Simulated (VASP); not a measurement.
# Mg2TaIr2 (I4/mmm) in VASP: further runs

The runs below take Mg2TaIr2 through single point, with PBE.

Program: VASP 6.6.1. These are calculated values, not measurements. Logs are shortened: lines on timing, memory, paths and dates and some standing lists are left out, and cuts for length are marked.

## (1) The cell of the first run

The structure is tetragonal, space group I4/mmm (No. 139). The conventional cell has a = 3.923 Å, b = 3.923 Å, c = 10.292 Å, α = 90.00°, β = 90.00°, γ = 90.00°. Within 3.1 Å of Mg (site symmetry -4m2) lie 4 Ir at 2.34 Å and 4 Mg at 2.77 Å. Ta (site symmetry 4/mmm) has 10 Ir at 3.06 to 3.85 Å and 8 Mg at 3.24 Å and 4 Ta at 3.92 Å within 4.0 Å. Within 3.1 Å of Ir (site symmetry 4mm) lie 4 Mg at 2.34 Å and 1 Ir at 2.59 Å and 4 Ta at 3.06 Å.

## (2) Single point, PBE

INCAR

```
  ALGO = Fast
  EDIFF = 1E-6
  ENCUT = 520
  GGA = PE
  ISIF = 2
  ISMEAR = 0
  LASPH = T
  LCHARG = F
  LREAL = F
  LWAVE = F
  NBANDS = 24
  NELM = 80
  PREC = Accurate
  SIGMA = 0.1
```

KPOINTS

```
k-points
0
Gamma
  6 6 6
```

POSCAR

```
Mg2TaIr2
1.0
   -1.9613100199      1.9613100199      5.1460114383
    1.9613100199     -1.9613100199      5.1460114383
    1.9613100199      1.9613100199     -5.1460114383
Mg Ta Ir
2 1 2
Direct
    0.2500000000      0.7500000000      0.5000000000
    0.7500000000      0.2500000000      0.5000000000
    0.0000000000      0.0000000000      0.0000000000
    0.6260000000      0.6260000000      0.0000000000
    0.3740000000      0.3740000000      0.0000000000
```

Potentials or basis: VASP PAW PBE potentials, release 64 (Mg, Ta_pv, Ir).

Started as:

```bash
cat potpaw_PBE.64/Mg/POTCAR potpaw_PBE.64/Ta_pv/POTCAR potpaw_PBE.64/Ir/POTCAR > POTCAR
mpirun -np 1 vasp_std > vasp.out
```

OUTCAR:

```text
EDIFF = 1E-6
   ENCUT = 520
   GGA = PE
   ISIF = 2
   ISMEAR = 0
   LASPH = T
   LREAL = F
   NELM = 80
   PREC = Accurate

 ion  position               nearest neighbor table
   1  0.250  0.750  0.500-   5 2.34   4 2.34   5 2.34   4 2.34   2 2.77   2 2.77   2 2.77   2 2.77
                             3 3.24   3 3.24   3 3.24   3 3.24
   2  0.750  0.250  0.500-   5 2.34   4 2.34   5 2.34   4 2.34   1 2.77   1 2.77   1 2.77   1 2.77
                             3 3.24   3 3.24   3 3.24   3 3.24
   3  0.000  0.000  0.000-   4 3.06   4 3.06   4 3.06   5 3.06   4 3.06   5 3.06   5 3.06   5 3.06
                             1 3.24   2 3.24   2 3.24   1 3.24   2 3.24   1 3.24   1 3.24   2 3.24
   4  0.626  0.626  0.000-   1 2.34   2 2.34   1 2.34   2 2.34   5 2.59   3 3.06   3 3.06   3 3.06
                             3 3.06
   5  0.374  0.374  0.000-   1 2.34   2 2.34   1 2.34   2 2.34   4 2.59   3 3.06   3 3.06   3 3.06
                             3 3.06

  LATTYP: Found a body centered tetragonal cell.
 ALAT       =     3.9226200398
 C/A-ratio  =     2.6237623762

  Lattice vectors:

 A1 = (  -1.9613100199,   1.9613100199,   5.1460114383)
 A2 = (   1.9613100199,  -1.9613100199,   5.1460114383)
 A3 = (   1.9613100199,   1.9613100199,  -5.1460114383)

Analysis of symmetry for initial positions (statically):
=====================================================================
 Subroutine PRICEL returns:
 Original cell was already a primitive cell.

 Routine SETGRP: Setting up the symmetry group for a
 body centered tetragonal supercell.

 Subroutine GETGRP returns: Found 16 space group operations
 (whereof 16 operations were pure point group operations)
 out of a pool of 16 trial point group operations.

The static configuration has the point symmetry D_4h.

Analysis of symmetry for dynamics (positions and initial velocities):
=====================================================================
 Subroutine PRICEL returns:
 Original cell was already a primitive cell.

 Routine SETGRP: Setting up the symmetry group for a
 body centered tetragonal supercell.

 Subroutine GETGRP returns: Found 16 space group operations
 (whereof 16 operations were pure point group operations)
 out of a pool of 16 trial point group operations.

The dynamic configuration has the point symmetry D_4h.

 Subroutine INISYM returns: Found 16 space group operations
 (whereof 16 operations are pure point group operations),
 and found     1 'primitive' translations

----------------------------------------------------------------------------------------

                                     Primitive cell

  volume of cell :      79.1814

  direct lattice vectors                    reciprocal lattice vectors
    -1.961310020  1.961310020  5.146011438     0.000000000  0.254931650  0.097162629
     1.961310020 -1.961310020  5.146011438     0.254931650  0.000000000  0.097162629
     1.961310020  1.961310020 -5.146011438     0.254931650  0.254931650  0.000000000

  length of vectors
     5.845930868  5.845930868  5.845930868     0.272819946  0.272819946  0.360527797

  position of ions in fractional coordinates (direct lattice)
     0.250000000  0.750000000  0.500000000
     0.750000000  0.250000000  0.500000000
     0.000000000  0.000000000  0.000000000
     0.626000000  0.626000000  0.000000000
     0.374000000  0.374000000  0.000000000

  ion indices of the primitive-cell ions
   primitive index   ion index
                 1           1
                 2           2
                 3           3
                 4           4
                 5           5

----------------------------------------------------------------------------------------

 KPOINTS: k-points

Automatic generation of k-mesh.
 Grid dimensions read from file:
 generate k-points for:    6    6    6

 Generating k-lattice:

  Cartesian coordinates                     Fractional coordinates (reciprocal lattice)
     0.000000000  0.042488608  0.016193771     0.166666667  0.000000000 -0.000000000
     0.042488608  0.000000000  0.016193771     0.000000000  0.166666667 -0.000000000
     0.042488608  0.042488608  0.000000000     0.000000000  0.000000000  0.166666667

  Length of vectors
     0.045469991  0.045469991  0.060087966

  Shift w.r.t. Gamma in fractional coordinates (k-lattice)
     0.000000000  0.000000000  0.000000000

 Subroutine IBZKPT returns following result:
 ===========================================

 Found     30 irreducible k-points:

 Following reciprocal coordinates:
            Coordinates               Weight
  0.000000  0.000000  0.000000      1.000000
  0.166667 -0.000000  0.000000      8.000000
  0.333333 -0.000000  0.000000      8.000000
  0.500000  0.000000  0.000000      4.000000
  0.166667  0.166667 -0.000000      8.000000
  0.333333  0.166667  0.000000     16.000000
[... 16 lines left out ...]
 -0.333333 -0.333333  0.166667      8.000000
 -0.166667 -0.333333  0.166667      8.000000
 [... further k-points ...]
   k-points           NKPTS =     30   k-points in BZ     NKDIM =     30   number of bands    NBANDS=     24
   number of dos      NEDOS =    301   number of ions     NIONS =      5
   total plane-waves  NPLWV = 110592
   dimension x,y,z NGX =    48 NGY =   48 NGZ =   48
   dimension x,y,z NGXF=    96 NGYF=   96 NGZF=   96
   ions per type =               2   1   2
   NGX,Y,Z   is equivalent  to a cutoff of  13.65, 13.65, 13.65 a.u.
   NGXF,Y,Z  is equivalent  to a cutoff of  27.30, 27.30, 27.30 a.u.
 SYSTEM =  unknown system
   PREC   = accura    normal or accurate (medium, high low for compatibility)
   ISTART =      0    job   : 0-new  1-cont  2-samecut
   ICHARG =      2    charge: 1-file 2-atom 10-const
   ISPIN  =      1    spin polarized calculation?
   LNONCOLLINEAR =      F non collinear calculations
   LSORBIT =      F    spin-orbit coupling
   LASPH  =      T    aspherical Exc in radial PAW
   ENCUT  =  520.0 eV  38.22 Ry    6.18 a.u.  10.87 10.87 10.87*2*pi/ulx,y,z
   NELM   =     80;   NELMIN=  2; NELMDL= -5     # of ELM steps
   EDIFF  = 0.1E-05   stopping-criterion for ELM
   LREAL  =      F    real-space projection
   EDIFFG = 0.1E-04   stopping-criterion for IOM
   NSW    =      0    number of steps for IOM
   IBRION =     -1    ionic relax: 0-MD 1-quasi-New 2-CG
   NFREE  =      0    steps in history (QN), initial steepest desc. (CG)
   ISIF   =      2    stress and relaxation
   ISYM   =      2    0-nonsym 1-usesym 2-fastsym
   POTIM  = 0.5000    time-step for ionic-motion
   TEBEG  =    0.0;   TEEND  =   0.0 temperature during run
   PSTRESS=    0.0 pullay stress
   NELECT =      33.0000    total number of electrons
   NUPDOWN=      -1.0000    fix difference up-down
   EMIN   =  10.00;   EMAX   =-10.00  energy-range for DOS
   EFERMI =   0.00;   METHOD = LEGACY
   ISMEAR =     0;   SIGMA  =   0.10  broadening in eV -4-tet -1-fermi 0-gaus
   EFERMI_NEDOS =   21; number of points for ismear=-14 and -15
   IALGO  =     68    algorithm
   IMIX   =      4    mixing-type and parameters
     AMIX     =   0.40;   BMIX     =  1.00
     AMIX_MAG =   1.60;   BMIX_MAG =  1.00
  volume/ion in A,a.u.               =      15.84       106.87
  Fermi-wavevector in a.u.,A,eV,Ry     =   1.222846  2.310844 20.345501  1.495352
  Thomas-Fermi vector in A             =   2.357978
   LORBIT       =      0    0 simple, 1 ext, 2 COOP (PROOUT), +10 PAW based schemes
   GGA     = PE    functional components
   LHFCALC =     F    Hartree Fock is set to
   AEXX    =    0.0000 exact exchange contribution
   IVDW    =     0    specifies the selected vdW correction
   LEPSILON=     F    determine dielectric tensor
   LRPA    =     F    only Hartree local field effects (RPA)
 non-spin polarized calculation
 RMM-DIIS sequential band-by-band and
 Gauss-broadening in eV      SIGMA  =   0.10
  energy-cutoff  :      520.00
  volume of cell :       79.18
 maximum number of plane-waves:      2155
 NGX is ok and might be reduce to    48
   NGX = 21   NGY = 21   NGZ = 21

 number of electron      33.0000000 magnetization

 Free energy of the ion-electron system (eV)
  ---------------------------------------------------
  ext. energy  EPLUGINS =         0.00000000
  ---------------------------------------------------
  free energy    TOTEN  =       -28.81772655 eV

  energy without entropy =      -28.79727939  energy(sigma->0) =      -28.80750297

 E-fermi :   6.4580     XC(G=0): -11.8291

 val. band max:        6.4351866993   @ k =  -0.3333  -0.3333   0.1667
 cond. band min:       6.4657804445   @ k =  -0.1667   0.1667   0.0000
 fundamental gap:      0.0305937452
 Fermi energy:         6.4580120909

 k-point     1 :       0.0000    0.0000    0.0000
  band No.  band energies     occupation
      1     -29.3863      2.00000
      2     -29.3863      2.00000
      3     -29.2819      2.00000
      4      -2.4187      2.00000
      5       2.0671      2.00000
      6       2.0953      2.00000
[... 16 lines left out ...]
     23      11.1076      0.00000
     24      12.0575      0.00000

 k-point     2 :       0.1667   -0.0000    0.0000
  band No.  band energies     occupation
      1     -29.3929      2.00000
      2     -29.3861      2.00000
      3     -29.2811      2.00000
      4      -2.0314      2.00000
      5       1.9026      2.00000
      6       2.1526      2.00000
[... 16 lines left out ...]
     23      11.0174      0.00000
     24      11.7069      0.00000

 k-point     3 :       0.3333   -0.0000    0.0000
  band No.  band energies     occupation
      1     -29.4060      2.00000
      2     -29.3858      2.00000
      3     -29.2796      2.00000
      4      -0.9536      2.00000
      5       1.3826      2.00000
      6       1.9294      2.00000
[... 16 lines left out ...]
     23      10.0221      0.00000
     24      12.7387      0.00000
[... 514 lines left out ...]
 k-point    23 :      -0.3333   -0.3333    0.1667
  band No.  band energies     occupation
      1     -29.3930      2.00000
      2     -29.3921      2.00000
      3     -29.2807      2.00000
      4      -1.0071      2.00000
      5       0.7963      2.00000
      6       1.9427      2.00000
[... 16 lines left out ...]
     23      11.7212      0.00000
     24      12.2469      0.00000

 k-point    24 :      -0.1667   -0.3333    0.1667
  band No.  band energies     occupation
      1     -29.3929      2.00000
      2     -29.3861      2.00000
      3     -29.2813      2.00000
      4      -1.6363      2.00000
      5       1.0797      2.00000
      6       2.0189      2.00000
[... 16 lines left out ...]
     23      10.8701      0.00000
     24      11.9590      0.00000

 [... further k-points ...]
[... 5 lines left out ...]
  --------------------------------------------------------------------------------------
  -------------------------------------------------------------------------------------
  Total       10.6405693     10.6405693      9.0130977      0.0000000     -0.0000000      0.0000000
  in kB      215.3040582    215.3040582    182.3733721      0.0000000     -0.0000000      0.0000000
  external PRESSURE =     204.3271628 kB  Pullay stress =       0.0000000 kB

 VOLUME and BASIS-vectors are now :
 -----------------------------------------------------------------------------
  energy-cutoff  :      520.00
  volume of cell :       79.18
      direct lattice vectors                 reciprocal lattice vectors
    -1.961310020  1.961310020  5.146011438     0.000000000  0.254931650  0.097162629
     1.961310020 -1.961310020  5.146011438     0.254931650  0.000000000  0.097162629
     1.961310020  1.961310020 -5.146011438     0.254931650  0.254931650  0.000000000

 POSITION                                       TOTAL-FORCE (eV/Angst)
 -----------------------------------------------------------------------------------
      1.96131      0.00000      2.57301        -0.000000     -0.000000     -0.000000
      0.00000      1.96131      2.57301        -0.000000     -0.000000     -0.000000
      0.00000      0.00000      0.00000        -0.000000     -0.000000     -0.000000
      0.00000      0.00000      6.44281         0.000000      0.000000     -5.100688
      0.00000      0.00000      3.84922         0.000000      0.000000      5.100688
 -----------------------------------------------------------------------------------
    total drift:                                0.000000     -0.000000      0.000000

  FREE ENERGIE OF THE ION-ELECTRON SYSTEM (eV)
  ---------------------------------------------------
  free  energy   TOTEN  =       -28.8177265524 eV

  energy  without entropy=      -28.7972793944  energy(sigma->0) =      -28.80750297
```

Run time: 2.2 min. Hardware: 1 thread of Intel Xeon Platinum 8259CL at 2.50GHz (Skylake/Cascade Lake), shared host; peak memory 0.37 GiB.

What came out:

| Property | Result |
| --- | --- |
| Free energy | -28.8177 eV |
| Pressure | 20.4 GPa |
| Largest force | 5.101 eV/Å |

Forces in eV/Å, atoms in the order of the input:
```
Mg   0.000  0.000  0.000
Mg   0.000  0.000  0.000
Ta   0.000  0.000  0.000
Ir   0.000  0.000 -5.101
Ir   0.000  0.000  5.101
```

Caveat: the k points lie up to 0.38 Å⁻¹ apart; spin-orbit coupling is left out, which moves the levels of the heavy elements; forces of over 1 eV/Å act on the atoms, so gaps and moduli don't describe the material at rest.

## (3) Single point, PBE

This run uses another cell than the first one, of 16.99 Å³/atom, 1.073 times its volume.

INCAR

```
SYSTEM = Mg2TaIr2
  PREC = Accurate
  ENCUT = 520
  EDIFF = 1E-6
  ISMEAR = 0
  SIGMA = 0.1
  LREAL = .False.
  LASPH = .True.
  NELM = 100
  ALGO = Normal
  ISIF = 2
  LWAVE = .False.
  LCHARG = .False.
  GGA = PE
  NBANDS = 24
```

KPOINTS

```
regular mesh
0
Gamma
  6 6 6
  0 0 0
```

POSCAR

```
Mg2TaIr2
1.0
   -1.7624994760      1.7624994760      6.8357953127
    1.7624994760     -1.7624994760      6.8357953127
    1.7624994760      1.7624994760     -6.8357953127
Mg Ta Ir
2 1 2
Direct
    0.2500000000      0.7500000000      0.5000000000
    0.7500000000      0.2500000000      0.5000000000
    0.0000000000      0.0000000000      0.0000000000
    0.5975935377      0.5975935377      0.0000000000
    0.4024064623      0.4024064623      0.0000000000
```

Potentials or basis: VASP PAW PBE potentials, release 64 (Mg, Ta_pv, Ir).

Started as:

```bash
cat potpaw_PBE.64/Mg/POTCAR potpaw_PBE.64/Ta_pv/POTCAR potpaw_PBE.64/Ir/POTCAR > POTCAR
mpirun -np 1 vasp_std > vasp.out
```

Wall time 2.9 min (1 thread of Intel Xeon Platinum 8259CL at 2.50GHz (Skylake/Cascade Lake), shared host); peak memory 0.42 GiB.

The run converged. Its results:

- Free energy: -32.5396 eV
- Pressure: 0.3 GPa
- Largest force: 0.026 eV/Å

Forces in eV/Å, atoms in the order of the input:
```
Mg   0.000  0.000  0.000
Mg   0.000  0.000  0.000
Ta   0.000  0.000  0.000
Ir   0.000  0.000  0.026
Ir   0.000  0.000 -0.026
```

Stress tensor (GPa, compression positive):
```
0.34 0.00 0.00
0.00 0.34 0.00
0.00 0.00 0.15
```

Levels at points of the mesh, in eV from the Fermi level:
| k point | band 14 | band 15 | band 16 | band 17 | band 18 | band 19 |
| --- | --- | --- | --- | --- | --- | --- |
| (0.00, 0.00, 0.00) | -1.51 | -1.25 | -1.25 | 0.55 | 0.55 | 1.18 |
| (0.50, 0.00, 0.00) | -1.08 | -0.63 | -0.51 | -0.29 | 0.84 | 1.02 |
| (0.50, 0.50, 0.00) | -1.36 | -0.85 | -0.69 | -0.46 | -0.08 | 0.37 |
| (0.50, 0.50, 0.50) | -1.33 | -1.33 | -1.27 | 0.73 | 0.73 | 1.11 |

Caveat: the k points lie up to 0.42 Å⁻¹ apart; spin-orbit coupling is left out, which moves the levels of the heavy elements.
